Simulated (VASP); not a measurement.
Wanted: the native input for a VASP 6.6.1 run.

```yaml
Task: single point
Functional: PBE
Potentials_or_basis: VASP PAW PBE potentials, release 64 (Ti_sv, H)
Cutoff: 520 eV
k_mesh: 9 × 9 × 1
Occupations: gaussian, width 0.1 eV
Spin: no spin polarisation
Dipole_correction: yes
Further_INCAR_settings: ALGO = Normal; EDIFF = 1e-06; NBANDS = 26
```

The structure of Ti3H lies in POSCAR:

```
Ti3H
1.0
    2.9075446931      0.0000000000      0.0000000000
   -1.4537723466      2.5180075669      0.0000000000
    0.0000000000      0.0000000000     19.9935258482
Ti H
3 1
Direct
    0.6666666667      0.3333333333      0.2000647625
    0.3333333333      0.6666666667      0.3124429306
    0.0000000000      0.0000000000      0.4248138079
    0.0000000000      0.1666666667      0.5086758854
```

The input as run:

INCAR

```
PREC = Accurate ; ENCUT = 520
EDIFF = 1E-6 ; ISMEAR = 0
SIGMA = 0.1 ; LREAL = F
LASPH = T ; NELM = 100
ALGO = Normal ; ISIF = 2
LWAVE = F ; LCHARG = F
LDIPOL = T ; IDIPOL = 3
DIPOL = 0.5 0.5 0.361 ; GGA = PE
NBANDS = 26
```

KPOINTS

```
regular mesh
0
Gamma
  9 9 1
```

Potentials or basis: VASP PAW PBE potentials, release 64 (Ti_sv, H).

The run is started by

```console
$ cat potpaw_PBE.64/Ti_sv/POTCAR potpaw_PBE.64/H/POTCAR > POTCAR
$ mpirun -np 1 vasp_std > vasp.out
```

It gave:

```json
{"Largest force": "1.145 eV/Å"}
```

It took 2.3 min on 1 thread of Intel(R) Xeon(R) 6975P-C (Granite Rapids) (shared host), peak memory 0.34 GiB.
